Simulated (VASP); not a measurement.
Set up this calculation in VASP 6.6.1, as the native input.

* Task: single point
* Functional: BLYP
* Potentials or basis: VASP PAW PBE potentials, release 64 (Al, O)
* Cutoff: 600 eV
* k mesh: 12 × 12 × 2
* Occupations: gaussian, width 0.01 eV
* Spin: no spin polarisation
* Dipole correction: no
* Further INCAR settings: ALGO = Normal; EDIFF = 1e-06; NBANDS = 20

The structure of Al2O3 lies in POSCAR:

```
Al2O3
1.0
    2.8843250000      0.0000000000      0.0000000000
   -1.4421625000      2.4978987228      0.0000000000
    0.0000000000      0.0000000000      9.3367540000
Al O
2 3
Direct
    0.0000000000      0.0000000000      0.1499920000
    0.0000000000      0.0000000000      0.8500080000
    0.3333333333      0.6666666667      0.2223170000
    0.3333333333      0.6666666667      0.7776830000
    0.6666666667      0.3333333333      0.0000000000
```

One way to write it, as run:

INCAR

```
SYSTEM = Al2O3
AGGAC    = 1.0          
AGGAX    = 1.0          
ALDAC    = 0.0          
ALDAX    = 1.0          
ALGO     = Normal         ! electronic algorithm
EDIFF    = 1E-6           ! SCF threshold, eV
ENCUT    = 600            ! plane-wave cutoff, eV
GGA      = B5             ! functional
GGA_COMPAT= .False.      
ISIF     = 2              ! what is computed and relaxed
ISMEAR   = 0              ! smearing method
LASPH    = .True.         ! aspherical terms in the spheres
LCHARG   = .False.        ! write CHGCAR
LREAL    = .False.        ! projectors in reciprocal space
LWAVE    = .False.        ! write WAVECAR
NBANDS   = 20             ! bands
NELM     = 120            ! most SCF steps
PREC     = Accurate       ! precision mode
SIGMA    = 0.01           ! smearing width, eV
```

KPOINTS

```
k-points
0
Gamma
  12 12 2
  0 0 0
```

Potentials or basis: VASP PAW PBE potentials, release 64 (Al, O).

Launch:

```bash
$ cat potpaw_PBE.64/Al/POTCAR potpaw_PBE.64/O/POTCAR > POTCAR
$ mpirun -np 1 vasp_std > vasp.out
```

It gave:

```
Pressure               : 2.4 GPa
Largest force          : 0.238 eV/Å
Band gap on the k mesh : 4.97 eV (least direct gap 5.20 eV)
```

Caveat: the PAW data sets were made with another functional, which shifts forces and pressure a little.

Run time: 89 s on 1 thread of Intel Xeon 8259CL, on a shared host, peak memory 0.22 GiB.
